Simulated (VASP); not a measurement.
BAs:

```xyz
2
Lattice="0.0000 2.4044 2.4044 2.4044 0.0000 2.4044 2.4044 2.4044 0.0000" Properties=species:S:1:pos:R:3 pbc="T T T"
B     1.2022    1.2022    1.2022
As    2.4044    2.4044    2.4044
```

The cell was built from a structure type or drawn by symmetry, and may not be a known phase.

Base run:

| Quantity | Value |
| --- | --- |
| Program | VASP 6.6.1 |
| Functional | PBE |
| Potentials or basis | VASP PAW PBE potentials, release 64 (B, As) |
| Cutoff | 520 eV |
| k mesh | 10 × 10 × 10 |
| Occupations | gaussian, width 0.02 eV |
| Spin | no spin polarisation |

Its results: band gap on the k mesh 1.20 eV (least direct gap 3.25 eV); pressure 0.6 GPa.

The run is repeated on the same cell with these changes: functional from PBE to r2SCAN. What comes out?

Band gap on the k mesh 1.39 eV (least direct gap 3.42 eV); pressure -1.9 GPa.

Caveats: the PAW data sets were made with another functional, which shifts forces and pressure a little (at least some runs).

A k mesh can miss the band edges.
